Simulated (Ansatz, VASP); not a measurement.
**KCl in VASP and in Ansatz**

The input INCAR:

```
PREC     = Accurate       # precision mode
ENCUT    = 520            # plane-wave cutoff, eV
EDIFF    = 1E-7           # SCF threshold, eV
ISMEAR   = 0              # smearing method
SIGMA    = 0.05           # smearing width, eV
LREAL    = False          # projectors in reciprocal space
LASPH    = True           # aspherical terms in the spheres
NELM     = 80             # most SCF steps
ALGO     = Normal         # electronic algorithm
ISIF     = 2              # what is computed and relaxed
LWAVE    = False          # write WAVECAR
LCHARG   = False          # write CHGCAR
GGA      = PE             # functional
NBANDS   = 15             # bands
```

Contents of KPOINTS:

```
regular mesh
0
Gamma
  6 6 6
```

POSCAR

```
KCl
1.0
    3.7240201200      0.0000000000      0.0000000000
    0.0000000000      3.7240201200      0.0000000000
    0.0000000000      0.0000000000      3.8391960000
K Cl
1 1
Direct
    0.0000000000      0.0000000000      0.0000000000
    0.5000000000      0.5000000000      0.5000000000
```

Input for Ansatz:

```yaml
crystal:
  lattice:
    - [3.72402012, 0.0, 0.0]
    - [0.0, 3.72402012, 0.0]
    - [0.0, 0.0, 3.839196]
  atoms:
    - { symbol: K, position: [0.0, 0.0, 0.0] }
    - { symbol: Cl, position: [0.5, 0.5, 0.5] }
basis:
  ecutwfc: 420
kpoints:
  mp_grid: { grid: [6, 6, 6] }
hamiltonian:
  xc: pbe
scf:
  occupations: { method: gaussian, width: 0.05 }
output:
  forces: true
  stress: true
  eigenvalues: true
```

Change from the starting cell: strain -0.030 along x and y, +0.000 along z, atoms carried along.

Alike in both runs: task single point; functional PBE; k mesh 6 × 6 × 6; occupations gaussian, width 0.05 eV; no spin polarisation.

```csv
,VASP,Ansatz
version,VASP 6.6.1,Ansatz 0.2.0
potentials or method,"VASP PAW PBE potentials, release 64 (K_sv, Cl), cutoff 520 eV","scalar-relativistic, plane waves, PAW"
valence electrons in the cell,16,16
```

```tsv
	VASP	Ansatz	Ansatz less VASP
gap on the k mesh at the Fermi level (eV)	5.00	5.00	+0.001
least direct gap on the mesh (eV)	5.20	5.20	+0.001
pressure (GPa)	1.3	1.2	-0.03
traceless stress, the component that is largest in VASP (GPa)	-0.93	-0.93	-0.001
```
